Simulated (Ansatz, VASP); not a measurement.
## HgSe in VASP and in Ansatz

Contents of POSCAR:

```
HgSe
1.0
    0.0000000000      3.0926746572      3.0926746572
    3.0926746572      0.0000000000      3.0926746572
    3.0926746572      3.0926746572      0.0000000000
Hg Se
1 1
Direct
    0.0000000000      0.0000000000      0.0000000000
    0.2500000000      0.2500000000      0.2500000000
```

The input INCAR.step1:

```
  ALGO = Normal
  EDIFF = 1E-5
  ENCUT = 400
  GGA = PE
  GGA_COMPAT = F
  ISIF = 2
  ISMEAR = 1
  LASPH = T
  LREAL = F
  LWAVE = T
  NBANDS = 16
  NELM = 120
  PREC = Accurate
  SIGMA = 0.2
```

Contents of INCAR.step2:

```
  ALGO = Normal
  EDIFF = 1E-6
  ENCUT = 400
  GGA = PE
  GGA_COMPAT = F
  HFSCREEN = 0.2079
  ISIF = 2
  ISMEAR = 1
  ISTART = 1
  LASPH = T
  LCHARG = T
  LELF = T
  LHFCALC = T
  LREAL = F
  LVHAR = T
  LWAVE = F
  NBANDS = 16
  NELM = 120
  PREC = Accurate
  PRECFOCK = Normal
  SIGMA = 0.2
```

KPOINTS

```
k-points
0
Gamma
  4 4 4
```

Input for Ansatz:

```yaml
crystal:
  lattice:
    - [0.0, 3.0926746572, 3.0926746572]
    - [3.0926746572, 0.0, 3.0926746572]
    - [3.0926746572, 3.0926746572, 0.0]
  atoms:
    - { symbol: Hg, position: [0.0, 0.0, 0.0] }
    - { symbol: Se, position: [0.25, 0.25, 0.25] }
kpoints:
  mp_grid: { grid: [4, 4, 4] }
hamiltonian:
  xc: hse06
scf:
  occupations: { method: methfessel_paxton, width: 0.2 }
  n_extra_bands: 4
output:
  forces: true
  stress: true
  eigenvalues: true
```

Alike in both runs: task single point; functional HSE06; k mesh 4 × 4 × 4; occupations methfessel-paxton of order 1, width 0.2 eV; no spin polarisation.

|  | VASP | Ansatz |
| --- | --- | --- |
| version | VASP 6.6.1 | Ansatz 0.2.0 |
| potentials or method | VASP PAW PBE potentials, release 64 (Hg, Se) | plane waves |
| plane-wave cutoff (eV) | 400 | 420 |
| valence electrons in the cell | 18 | 36 |

Ansatz gave:

| Quantity | Value |
| --- | --- |
| pressure (GPa) | 0.2 |

Estimate VASP's values.

pressure (GPa): 0.3.

VASP's potentials hold 18 valence electrons a cell and Ansatz's 36, so a difference there can come from the potentials and not from the codes. Ansatz's warnings: filled band counts differ across k points, stress exchange threshold loose, stress scf threshold loose.

The k mesh is coarse, so the values compare programs but aren't converged. Neither program's run includes spin-orbit coupling.
